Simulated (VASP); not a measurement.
A run of VASP 6.6.1 is set up as follows.

Contents of POSCAR:

```
HgTe
1.0
    4.6426044275      0.0000000000      0.0000000000
   -2.3213022138      4.0206133739      0.0000000000
    0.0000000000      0.0000000000      7.6245016025
Hg Te
2 2
Direct
    0.3333333333      0.6666666667      0.0004981614
    0.6666666667      0.3333333333      0.5004981614
    0.3333333333      0.6666666667      0.3745018386
    0.6666666667      0.3333333333      0.8745018386
```

Contents of INCAR.step1:

```
SYSTEM = HgTe
PREC     = Accurate       ! precision mode
ENCUT    = 520            ! plane-wave cutoff, eV
ISMEAR   = -1             ! smearing method
SIGMA    = 0.02           ! smearing width, eV
LREAL    = .False.        ! projectors in reciprocal space
LASPH    = .True.         ! aspherical terms in the spheres
NELM     = 100            ! most SCF steps
NBANDS   = 26             ! bands
GGA      = PE             ! functional
ALGO     = Normal         ! electronic algorithm
EDIFF    = 1E-4           ! SCF threshold, eV
LWAVE    = .True.         ! write WAVECAR
LCHARG   = .False.        ! write CHGCAR
```

The input INCAR.step2:

```
SYSTEM = HgTe
PREC     = Accurate       ! precision mode
ENCUT    = 520            ! plane-wave cutoff, eV
EDIFF    = 1E-7           ! SCF threshold, eV
ISMEAR   = -1             ! smearing method
SIGMA    = 0.02           ! smearing width, eV
LREAL    = .False.        ! projectors in reciprocal space
LASPH    = .True.         ! aspherical terms in the spheres
NELM     = 100            ! most SCF steps
ALGO     = Normal         ! electronic algorithm
ISIF     = 2              ! what is computed and relaxed
LWAVE    = .False.        ! write WAVECAR
LCHARG   = .False.        ! write CHGCAR
METAGGA  = R2SCAN         ! meta-GGA
LMIXTAU  = .True.       
NBANDS   = 26             ! bands
ISTART   = 1
```

The input KPOINTS:

```
Automatic mesh
0
Gamma
  6 6 4
  0 0 0
```

Potentials or basis: VASP PAW PBE potentials, release 64 (Hg, Te).

Command:

```sh
$ cat potpaw_PBE.64/Hg/POTCAR potpaw_PBE.64/Te/POTCAR > POTCAR
$ cp INCAR.step1 INCAR
$ mpirun -np 1 vasp_std > vasp.out
$ cp INCAR.step2 INCAR
$ mpirun -np 1 vasp_std > vasp.out
```

(1) Estimate the band gap on the k mesh.

(2) What does it give for the pressure?

Answers

(1) zero (filled and empty bands touch).

(2) 0.1 GPa.

Caveat: the structure was generated, so it needn't be the stable form of HgTe; semilocal functionals underestimate gaps, and a narrow one can read as zero; the PAW data sets were made with another functional, which shifts forces and pressure a little; spin-orbit coupling is left out, which moves the levels of the heavy elements.
